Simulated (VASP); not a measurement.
# S (I4_1/amd) in VASP: single point with PBE

Aim: the single point of S with PBE.

Program: VASP 6.6.1. These are calculated values, not measurements. Logs are shortened: lines on timing, memory, paths and dates and some standing lists are left out, and cuts for length are marked.

## (1) The cell of the first run

It takes space group I4_1/amd (No. 141, tetragonal). The conventional cell has a = 5.597 Å, b = 5.597 Å, c = 2.321 Å, α = 90.00°, β = 90.00°, γ = 90.00°. S (site symmetry -4m2) has 6 S at 2.32 to 2.86 Å within 3.1 Å.

## (2) Single point, PBE

File POSCAR:

```
S
1.0
   -2.7983778406      2.7983778406      1.1605052302
    2.7983778406     -2.7983778406      1.1605052302
    2.7983778406      2.7983778406     -1.1605052302
S
2
Direct
   -0.3750000000     -0.1250000000     -0.2500000000
    0.3750000000      0.1250000000      0.2500000000
```

File INCAR.step1:

```
SYSTEM = S
PREC = Accurate
ENCUT = 520
EDIFF = 1E-7
ISMEAR = -1
SIGMA = 0.1
LREAL = .False.
LASPH = .True.
NELM = 80
ALGO = Normal
ISIF = 2
LWAVE = .False.
LCHARG = .True.
GGA = PE
NBANDS = 13
```

File KPOINTS.step1:

```
regular mesh
0
Gamma
  17 17 17
  0 0 0
```

File INCAR.step2:

```
SYSTEM = S
PREC = Accurate
ENCUT = 520
EDIFF = 1E-7
ISMEAR = -5
SIGMA = 0.1
LREAL = .False.
LASPH = .True.
NELM = 80
ALGO = Normal
ISIF = 2
LWAVE = .False.
LCHARG = .False.
GGA = PE
LORBIT = 10
NBANDS = 13
NEDOS = 1001
ICHARG = 11
```

File KPOINTS.step2:

```
regular mesh
0
Gamma
  26 26 26
  0 0 0
```

Potentials or basis: VASP PAW PBE potentials, release 64 (S).

On the command line:

```bash
cat potpaw_PBE.64/S/POTCAR > POTCAR
cp INCAR.step1 INCAR
cp KPOINTS.step1 KPOINTS
mpirun -np 1 vasp_std > vasp.out
cp INCAR.step2 INCAR
cp KPOINTS.step2 KPOINTS
mpirun -np 1 vasp_std > vasp.out
```

OUTCAR:

```text
SYSTEM = S
   PREC = Accurate
   ENCUT = 520
   EDIFF = 1E-7
   ISMEAR = -5
   LREAL = .False.
   LASPH = .True.
   NELM = 80
   ISIF = 2
   GGA = PE
   LORBIT = 10
   ICHARG = 11

 ion  position               nearest neighbor table
   1  0.625  0.875  0.750-
   2  0.375  0.125  0.250-

  LATTYP: Found a body centered tetragonal cell.
 ALAT       =     5.5967556812
 C/A-ratio  =     0.4147064108

  Lattice vectors:

 A1 = (  -2.7983778406,   2.7983778406,   1.1605052302)
 A2 = (   2.7983778406,  -2.7983778406,   1.1605052302)
 A3 = (   2.7983778406,   2.7983778406,  -1.1605052302)

Analysis of symmetry for initial positions (statically):
=====================================================================
 Subroutine PRICEL returns:
 Original cell was already a primitive cell.

 Routine SETGRP: Setting up the symmetry group for a
 body centered tetragonal supercell.

 Subroutine GETGRP returns: Found 16 space group operations
 (whereof  4 operations were pure point group operations)
 out of a pool of 16 trial point group operations.

The static configuration has the point symmetry C_2h.
 The point group associated with its full space group is D_4h.

Analysis of symmetry for dynamics (positions and initial velocities):
=====================================================================
 Subroutine PRICEL returns:
 Original cell was already a primitive cell.

 Routine SETGRP: Setting up the symmetry group for a
 body centered tetragonal supercell.

 Subroutine GETGRP returns: Found 16 space group operations
 (whereof  4 operations were pure point group operations)
 out of a pool of 16 trial point group operations.

The dynamic configuration has the point symmetry C_2h.
 The point group associated with its full space group is D_4h.

 Subroutine INISYM returns: Found 16 space group operations
 (whereof  4 operations are pure point group operations),
 and found     1 'primitive' translations

----------------------------------------------------------------------------------------

                                     Primitive cell

  volume of cell :      36.3513

  direct lattice vectors                    reciprocal lattice vectors
    -2.798377841  2.798377841  1.160505230     0.000000000  0.178674943  0.430846830
     2.798377841 -2.798377841  1.160505230     0.178674943  0.000000000  0.430846830
[... 102 lines left out ...]
   ISMEAR =    -5;   SIGMA  =   0.10  broadening in eV -4-tet -1-fermi 0-gaus
   EFERMI_NEDOS =   21; number of points for ismear=-14 and -15
   IALGO  =     38    algorithm
   IMIX   =      4    mixing-type and parameters
     AMIX     =   0.40;   BMIX     =  1.00
     AMIX_MAG =   1.60;   BMIX_MAG =  1.00
  volume/ion in A,a.u.               =      18.18       122.66
  Fermi-wavevector in a.u.,A,eV,Ry     =   1.131432  2.138097 17.417355  1.280139
  Thomas-Fermi vector in A             =   2.268131
   LORBIT       =     10    0 simple, 1 ext, 2 COOP (PROOUT), +10 PAW based schemes
   GGA     = PE    functional components
   LHFCALC =     F    Hartree Fock is set to
   AEXX    =    0.0000 exact exchange contribution
   IVDW    =     0    specifies the selected vdW correction
   LEPSILON=     F    determine dielectric tensor
   LRPA    =     F    only Hartree local field effects (RPA)
 non-spin polarized calculation
 Fermi weights with tetrahedron method with Bloechl corrections
  energy-cutoff  :      520.00
  volume of cell :       36.35
 maximum number of plane-waves:      1005

 number of electron      12.0000002 magnetization

 Free energy of the ion-electron system (eV)
  ---------------------------------------------------
  ext. energy  EPLUGINS =         0.00000000
  ---------------------------------------------------
  free energy    TOTEN  =        -6.55147655 eV

  energy without entropy =       -6.55147655  energy(sigma->0) =       -6.55147655

 E-fermi :   5.8216     XC(G=0): -10.2823

 val. band max:        5.8995757352   @ k =   0.1154   0.0769   0.0000
 cond. band min:       5.7624440439   @ k =   0.1154   0.1154   0.0769
 fundamental gap:     -0.1371316913
 Fermi energy:         5.8215876440

 k-point     1 :       0.0000    0.0000    0.0000
  band No.  band energies     occupation
      1     -10.5984      2.00000
      2      -7.3189      2.00000
      3       0.4634      2.00000
      4       0.4634      2.00000
      5       5.6566      2.00000
      6       5.6566      2.00000
      7       9.0922      0.00000
      8      12.0888      0.00000
      9      12.1829      0.00000
     10      12.4201      0.00000
     11      13.1079      0.00000
     12      18.6226      0.00000
     13      20.1177      0.00000
[... 354 lines left out ...]
  band No.  band energies     occupation
      1      -5.9703      2.00000
      2      -4.0311      2.00000
      3      -0.4410      2.00000
      4       0.3293      2.00000
      5       3.3122      2.00000
      6       5.0508      2.00000
      7       5.9868      0.17743
      8       7.1367      0.00000
      9      12.2963      0.00000
     10      12.3836      0.00000
     11      15.0038      0.00000
     12      15.7668      0.00000
     13      17.7873      0.00000

 [... further k-points ...]

------------------------ aborting loop because EDIFF is reached ----------------------------------------

  FORCE on cell =-STRESS in cart. coord.  units (eV):
  Direction    XX          YY          ZZ          XY          YZ          ZX
  --------------------------------------------------------------------------------------
  -------------------------------------------------------------------------------------
  Total        0.0356601      0.0356601     -0.3712939      0.0000000      0.0000000     -0.0000000
  in kB        1.5717126      1.5717126    -16.3647204      0.0000000      0.0000000     -0.0000000
  external PRESSURE =      -4.4070984 kB  Pullay stress =       0.0000000 kB

 VOLUME and BASIS-vectors are now :
 -----------------------------------------------------------------------------
  energy-cutoff  :      520.00
  volume of cell :       36.35
      direct lattice vectors                 reciprocal lattice vectors
    -2.798377841  2.798377841  1.160505230     0.000000000  0.178674943  0.430846830
     2.798377841 -2.798377841  1.160505230     0.178674943  0.000000000  0.430846830
     2.798377841  2.798377841 -1.160505230     0.178674943  0.178674943  0.000000000

 POSITION                                       TOTAL-FORCE (eV/Angst)
 -----------------------------------------------------------------------------------
      2.79838      1.39919      0.87038        -0.000000     -0.000000      0.000000
      0.00000      1.39919      0.29013         0.000000      0.000000     -0.000000
 -----------------------------------------------------------------------------------
    total drift:                                0.000000     -0.000000      0.000000

  FREE ENERGIE OF THE ION-ELECTRON SYSTEM (eV)
  ---------------------------------------------------
  free  energy   TOTEN  =        -6.5514765458 eV

  energy  without entropy=       -6.5514765458  energy(sigma->0) =       -6.55147655

 total charge

# of ion       s       p       d       tot
------------------------------------------
    1        1.425   2.084   0.000   3.509
    2        1.425   2.084   0.000   3.509
--------------------------------------------------
tot          2.850   4.168   0.000   7.018
```

OSZICAR.step1:

```text
N       E                     dE             d eps       ncg     rms          rms(c)
DAV:   1     0.443037717841E+02    0.44304E+02   -0.55064E+03 10530   0.807E+02
DAV:   2    -0.429442422807E+01   -0.48598E+02   -0.45979E+02 14715   0.139E+02
DAV:   3    -0.654734295444E+01   -0.22529E+01   -0.22291E+01 13829   0.306E+01
DAV:   4    -0.656610286272E+01   -0.18760E-01   -0.18755E-01 12877   0.341E+00
DAV:   5    -0.656633122393E+01   -0.22836E-03   -0.22835E-03 14046   0.367E-01    0.128E+01
DAV:   6    -0.656922430838E+01   -0.28931E-02   -0.31454E-03 12801   0.376E-01    0.773E+00
DAV:   7    -0.657266459801E+01   -0.34403E-02   -0.60034E-03 12750   0.541E-01    0.131E-01
DAV:   8    -0.657264142760E+01    0.23170E-04   -0.47985E-04 13175   0.137E-01    0.311E-02
DAV:   9    -0.657266094735E+01   -0.19520E-04   -0.31098E-05 13403   0.357E-02    0.113E-02
DAV:  10    -0.657266401133E+01   -0.30640E-05   -0.51681E-06 12760   0.149E-02    0.110E-02
DAV:  11    -0.657266438504E+01   -0.37371E-06   -0.70240E-07 13215   0.571E-03    0.104E-03
DAV:  12    -0.657266442874E+01   -0.43705E-07   -0.27772E-08  8670   0.121E-03
   1 F= -.65726644E+01 E0= -.65500445E+01  d E =-.452398E-01
```

Wall time 13 min (1 thread of Intel Xeon 8259CL, shared host); peak memory 0.62 GiB.

What came out:

```yaml
Valence_electrons_inside_the_program's_atomic_spheres: S 3.51
```

Levels at points of the mesh, in eV from the Fermi level:
```csv
k point,band 4,band 5,band 6,band 7,band 8,band 9
"(0.00, 0.00, 0.00)",-5.36,-0.16,-0.16,3.27,6.27,6.36
"(0.50, 0.00, 0.00)",-6.44,-2.19,-0.36,0.40,1.15,6.48
"(0.50, 0.50, 0.00)",-3.60,-3.50,-3.50,6.32,6.32,8.92
"(0.50, 0.50, 0.50)",-6.98,0.82,0.82,6.16,6.16,8.89
```

Caveat: tetrahedron occupations give inexact forces and stress in metals.
